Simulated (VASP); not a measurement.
A run of VASP 6.6.1:

The input INCAR:

```
PREC = Accurate ; ENCUT = 520
EDIFF = 1E-6 ; ISMEAR = 0
SIGMA = 0.15 ; LREAL = False
LASPH = True ; NELM = 100
ALGO = Normal ; ISIF = 2
LWAVE = False ; LCHARG = False
GGA = PS ; NBANDS = 18
```

Contents of KPOINTS:

```
regular mesh
0
Gamma
  12 12 10
```

Contents of POSCAR:

```
PtSe2
1.0
    3.7607249071      0.0000000000      0.0000000000
   -1.8803624535      3.2568833062      0.0000000000
    0.0000000000      0.0000000000      5.1551089287
Pt Se
1 2
Direct
    0.0000000000      0.0000000000      0.0000000000
    0.3333333333      0.6666666667      0.2606754608
    0.6666666667      0.3333333333      0.7393245392
```

Potentials or basis: VASP PAW PBE potentials, release 64 (Pt, Se).

Command:

```sh
$ cat potpaw_PBE.64/Pt/POTCAR potpaw_PBE.64/Se/POTCAR > POTCAR
$ mpirun -np 1 vasp_std > vasp.out
```

Hardware: 1 thread of Intel(R) Xeon(R) 6975P-C (Granite Rapids) (shared host).

Problem. How long does it take, and how much memory?

Solution. It took 75 s on 1 thread of Intel(R) Xeon(R) 6975P-C (Granite Rapids) (shared host), peak memory 0.31 GiB. Counts: scf iterations 12, k points 162.
